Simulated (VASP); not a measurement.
Set up this calculation in VASP 6.6.1, as the native input.

- Task: relaxation of cell and atoms
- Functional: PBE
- Potentials or basis: VASP PAW PBE potentials, release 64 (La)
- Cutoff: 500 eV
- k mesh: 7 × 7 × 7
- Occupations: gaussian, width 0.05 eV
- Spin: no spin polarisation
- Target pressure: 10 GPa
- Dipole correction: no
- Further INCAR settings: ALGO = Normal; EDIFF = 1e-07; IBRION = 2; EDIFFG = -0.03; NSW = 60; ISIF = 3

The structure of La lies in POSCAR:

```
La
1.0
    3.6785830288     -0.0000000204     -0.0000000353
   -1.2261943237      3.4682013466     -0.0000000353
   -1.2261943237     -1.7341006224      3.0035505010
La
1
Direct
    0.0000000000      0.0000000000      0.0000000000
```

The input as run:

INCAR

```
  PREC = Accurate
  ENCUT = 500
  EDIFF = 1E-7
  ISMEAR = 0
  SIGMA = 0.05
  LREAL = F
  LASPH = T
  NELM = 200
  ALGO = Normal
  ISIF = 3
  LWAVE = F
  LCHARG = F
  GGA = PE
  IBRION = 2
  NSW = 60
  EDIFFG = -0.03
  PSTRESS = 100.0
  GGA_COMPAT = F
  NELMIN = 4
  LMAXMIX = 6
```

KPOINTS

```
Automatic mesh
0
Gamma
  7 7 7
```

Potentials or basis: VASP PAW PBE potentials, release 64 (La).

Run with:

```bash
$ cat potpaw_PBE.64/La/POTCAR > POTCAR
$ mpirun -np 1 vasp_std > vasp.out
```

It gave:

```
Relaxed volume                                         : 29.01 Å³/atom
Relaxed cell                                           : a = 3.353 Å, b = 3.353 Å, c = 3.353 Å, α = 109.47°, β = 109.47°, γ = 109.47°
Space group after relaxing (to 0.05 Å)                 : Im-3m (No. 229)
Energy change on relaxing (the enthalpy is what falls) : +247.3 meV/atom
Ionic steps                                            : 4
Pressure after relaxing                                : 10.0 GPa
```

Caveat: the cell is relaxed towards a set pressure, so the enthalpy falls and the energy may rise; the volume moved by over 15 % at a fixed basis, so the end points are rough.

Run time: 100 s on 1 thread of Intel Xeon 8259CL (shared host), peak memory 0.18 GiB.
